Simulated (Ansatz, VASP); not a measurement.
## SnO in VASP and in Ansatz

```
Sn O
1.0
     3.82065    0.00001    0.00000
    -0.00001    3.82065    0.00000
     0.00000    0.00000   22.22801
Sn O
4 4
Direct
  0.99985 0.99985 0.20245
  0.49985 0.49985 0.30880
  0.74985 0.99985 0.49325
  0.24985 0.49985 0.59960
  0.99985 0.49985 0.25562
  0.49985 0.99985 0.25562
  0.74985 0.49985 0.54643
  0.24985 0.99985 0.54643
```

Alike in both runs: task single point; functional PBE; dispersion D3(BJ); k mesh 7 × 7 × 1; occupations gaussian, width 0.05 eV; no spin polarisation.

|  | VASP | Ansatz |
| --- | --- | --- |
| version | VASP 6.6.1 | Ansatz 0.2.0 |
| potentials or method | VASP PAW PBE potentials, release 64 (Sn_d, O), cutoff 520 eV | scalar-relativistic, plane waves, PAW |
| valence electrons in the cell | 80 | 80 |

Ansatz gave:

| Item | Value |
| --- | --- |
| gap on the k mesh at the Fermi level (eV) | 2.58 |
| least direct gap on the mesh (eV) | 2.60 |
| rms of the force components (eV/Å) | 0.022 |

What did VASP give for the same quantities?

gap on the k mesh at the Fermi level (eV): 2.54; least direct gap on the mesh (eV): 2.56; rms of the force components (eV/Å): 0.049.

Ansatz's warnings: structure snapped to symmetry.
